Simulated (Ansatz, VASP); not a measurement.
## SnO in VASP and in Ansatz

```
Sn O
1.0
     3.53800    0.00000    0.00000
     0.00000    3.53800    0.00000
     0.00000    0.00000    4.75058
Sn O
2 2
Direct
  0.00000 0.50000 0.24247
  0.50000 0.00000 0.75753
  0.00000 0.00000 0.00000
  0.50000 0.50000 0.00000
```

Alike in both runs: task single point; functional PBEsol; k mesh 10 × 10 × 8; occupations gaussian, width 0.15 eV; no spin polarisation.

|  | VASP | Ansatz |
| --- | --- | --- |
| version | VASP 6.6.1 | Ansatz 0.2.0 |
| potentials or method | VASP PAW PBE potentials, release 64 (Sn_d, O), cutoff 520 eV | scalar-relativistic, plane waves, PAW |
| valence electrons in the cell | 40 | 40 |

```csv
,VASP,Ansatz,Ansatz less VASP
gap on the k mesh at the Fermi level (eV),none,none,-
pressure (GPa),21.6,21.0,-0.62
"traceless stress, the component that is largest in VASP (GPa)",-7.41,-7.45,-0.037
rms of the force components (eV/Å),0.967,0.907,-0.0602
```

VASP's potentials were made for PBE, not for PBEsol, and Ansatz warns of the same on its side. Atom by atom the forces differ by 0.060 eV/Å (rms over components). A gap of «none» marks a metal or a gap that the smearing closes.
